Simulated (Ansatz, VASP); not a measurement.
**AlP: VASP beside Ansatz**

```
CELL_PARAMETERS angstrom
0.00000 2.73648 2.73648
2.73648 0.00000 2.73648
2.73648 2.73648 0.00000
ATOMIC_POSITIONS crystal
Al 0.00000 0.00000 0.00000
P 0.75000 0.75000 0.75000
```

Alike in both runs: task relaxation of cell and atoms; functional PBE; dispersion D3(BJ); k mesh 8 × 8 × 8; occupations gaussian, width 0.02 eV; no spin polarisation.

```csv
,VASP,Ansatz
version,VASP 6.6.1,Ansatz 0.2.0
potentials or method,"VASP PAW PBE potentials, release 64 (Al, P), cutoff 500 eV","scalar-relativistic, plane waves, PAW"
valence electrons in the cell,8,8
```

```csv
,VASP,Ansatz,Ansatz less VASP
"gap on the k mesh at the Fermi level, each at its own relaxed structure (eV)",1.57,1.57,+0.005
relaxed volume (Å³/atom),20.24,20.26,+0.025
relaxed cell length with the largest relative difference (Å),3.854,3.855,+0.0016
```
